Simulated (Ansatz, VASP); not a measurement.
One calculation of Si3Ge13, two programs

File INCAR:

```
SYSTEM = Si3Ge13
PREC = Accurate ; ENCUT = 520
EDIFF = 1E-7 ; ISMEAR = 0
SIGMA = 0.1 ; LREAL = Auto
LASPH = .TRUE. ; NELM = 60
ALGO = Normal ; ISIF = 2
LWAVE = .FALSE. ; LCHARG = .TRUE.
GGA = PS ; LELF = .TRUE.
LVHAR = .TRUE. ; NBANDS = 111
```

KPOINTS

```
regular mesh
0
G
  2 2 2
  0 0 0
```

POSCAR

```
Si3Ge13
1.0
   -0.0002519760     -0.0001454784     -6.5365735318
   -3.9585632011     -6.8580450801     -0.0003052699
   -3.9599596591      6.8588513255      0.0000000000
Si Ge
3 13
Direct
    0.9385548085      0.1669387640      0.8334693820
    0.9389369238      0.1624049061      0.3312024531
    0.0601464167      0.8378238800      0.1689119400
    0.9380437221      0.6687350967      0.8378688083
    0.9380437221      0.6687350967      0.3308662884
    0.4379092866      0.3319550768      0.1662030914
    0.4379092866      0.3319550768      0.6657519853
    0.4296387567      0.8350067872      0.1675033936
    0.4374874566      0.8345986472      0.6672993236
    0.5696066476      0.1670230782      0.8335115391
    0.5691076389      0.1654050810      0.3327025405
    0.5612128022      0.6671680082      0.8347419387
    0.5612128022      0.6671680082      0.3324260695
    0.0605795921      0.3286559720      0.1644739323
    0.0605795921      0.3286559720      0.6641820397
    0.0610305452      0.8377705491      0.6688852745
```

Input for Ansatz:

```yaml
crystal:
  lattice:
    - [-0.000251976, -0.0001454784, -6.5365735318]
    - [-3.9585632011, -6.8580450801, -0.0003052699]
    - [-3.9599596591, 6.8588513255, 0.0]
  atoms:
    - { symbol: Si, position: [0.9385548085, 0.166938764, 0.833469382] }
    - { symbol: Si, position: [0.9389369238, 0.1624049061, 0.3312024531] }
    - { symbol: Ge, position: [0.9380437221, 0.6687350967, 0.8378688083] }
    - { symbol: Ge, position: [0.9380437221, 0.6687350967, 0.3308662884] }
    - { symbol: Ge, position: [0.4379092866, 0.3319550768, 0.1662030914] }
    - { symbol: Ge, position: [0.4379092866, 0.3319550768, 0.6657519853] }
    - { symbol: Ge, position: [0.4296387567, 0.8350067872, 0.1675033936] }
    - { symbol: Ge, position: [0.4374874566, 0.8345986472, 0.6672993236] }
    - { symbol: Ge, position: [0.5696066476, 0.1670230782, 0.8335115391] }
    - { symbol: Ge, position: [0.5691076389, 0.165405081, 0.3327025405] }
    - { symbol: Ge, position: [0.5612128022, 0.6671680082, 0.8347419387] }
    - { symbol: Ge, position: [0.5612128022, 0.6671680082, 0.3324260695] }
    - { symbol: Ge, position: [0.0605795921, 0.328655972, 0.1644739323] }
    - { symbol: Ge, position: [0.0605795921, 0.328655972, 0.6641820397] }
    - { symbol: Si, position: [0.0601464167, 0.83782388, 0.16891194] }
    - { symbol: Ge, position: [0.0610305452, 0.8377705491, 0.6688852745] }
basis:
  ecutwfc: 420
kpoints:
  mp_grid: { grid: [2, 2, 2] }
  band_path: { path: [[0.0, 0.0, 0.0], [0.05, 0.0, 0.0]], npoints: 1 }
hamiltonian:
  xc: pbesol
scf:
  occupations: { method: gaussian, width: 0.1 }
  n_extra_bands: 11
output:
  forces: true
  stress: true
  eigenvalues: true
```

Alike in both runs: task single point; functional PBEsol; k mesh 2 × 2 × 2; occupations gaussian, width 0.1 eV; no spin polarisation.

|  | VASP | Ansatz |
| --- | --- | --- |
| version | VASP 6.6.1 | Ansatz 0.2.0 |
| potentials or method | VASP PAW PBE potentials, release 64 (Si, Ge_d), cutoff 520 eV | scalar-relativistic, plane waves, PAW |
| valence electrons in the cell | 194 | 194 |

|  | VASP | Ansatz | Ansatz less VASP |
| --- | --- | --- | --- |
| pressure (GPa) | 0.3 | 0.3 | +0.06 |
| rms of the force components (eV/Å) | 0.019 | 0.019 | 0.0000 |

VASP's potentials were made for PBE, not for PBEsol. The functional is the same, so the differences come from potentials, cutoffs and numerics.

The k mesh is coarse, so the values compare programs but aren't converged.
